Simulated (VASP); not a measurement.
Here is a VASP 6.6.1 calculation.

The input POSCAR:

```
Si
1.0
    2.6205428149      0.0000000000      0.0000000000
   -1.3102714075      2.2694566494      0.0000000000
    0.0000000000      0.0000000000      2.2813778108
Si
1
Direct
    0.0000000000      0.0000000000      0.0000000000
```

Contents of INCAR.step1:

```
  ALGO = Normal
  EDIFF = 1E-4
  ENCUT = 520
  GGA = PE
  ISMEAR = 0
  LASPH = T
  LCHARG = F
  LREAL = F
  LWAVE = T
  NBANDS = 8
  NELM = 80
  PREC = Accurate
  SIGMA = 0.15
```

File INCAR.step2:

```
  ALGO = Normal
  EDIFF = 1E-6
  ENCUT = 520
  ISIF = 2
  ISMEAR = 0
  ISTART = 1
  LASPH = T
  LCHARG = T
  LELF = T
  LMIXTAU = T
  LREAL = F
  LVHAR = T
  LWAVE = F
  METAGGA = R2SCAN
  NBANDS = 8
  NELM = 80
  PREC = Accurate
  SIGMA = 0.15
```

KPOINTS

```
k-points
0
Gamma
  24 24 20
```

Potentials or basis: VASP PAW PBE potentials, release 64 (Si).

Run with:

```console
$ cat potpaw_PBE.64/Si/POTCAR > POTCAR
$ cp INCAR.step1 INCAR
$ mpirun -np 1 vasp_std > vasp.out
$ cp INCAR.step2 INCAR
$ mpirun -np 1 vasp_std > vasp.out
```

(1) Estimate the band gap on the k mesh.

(2) What does it give for the pressure?

## Answers

(1) zero (bands 2 and 3 overlap by 14.01 eV).

(2) 16.3 GPa.

Caveat: the cell differs from its parent crystal (strain -0.0750 x Voigt [0, 0, 1, 0, 0, 0]); the cell stands under pressure; the PAW data sets were made with another functional, which shifts forces and pressure a little.
